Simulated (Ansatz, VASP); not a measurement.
## GaP in VASP and in Ansatz

```
Ga P
1.0
     0.00000    2.74377    2.74377
     2.74377    0.00000    2.74377
     2.74377    2.74377    0.00000
Ga P
1 1
Direct
  0.00000 0.00000 0.00000
  0.25000 0.25000 0.25000
```

Alike in both runs: functional r2SCAN; k mesh 10 × 10 × 10; occupations fermi-dirac, width 0.02 eV; no spin polarisation.

Ansatz relaxed the structure, and its values are those at the end. VASP's run is a single point on that final structure, the one shown.

|  | VASP | Ansatz |
| --- | --- | --- |
| version | VASP 6.6.1 | Ansatz 0.2.0 |
| potentials or method | VASP PAW PBE potentials, release 64 (Ga_d, P), cutoff 520 eV | PAW plane waves |
| valence electrons in the cell | 18 | 18 |

Ansatz gave:

```
gap on the k mesh at the Fermi level (eV) : 1.89
pressure (GPa)                            : -1.6
```

Task: What did VASP give for the same quantities?

Result: gap on the k mesh at the Fermi level (eV): 1.90; pressure (GPa): -1.8.

VASP's potentials were made for PBE, not for r2SCAN. With one functional, cell and mesh, what is left measures potentials, basis and numerics. Ansatz's warnings: stress scf threshold loose.
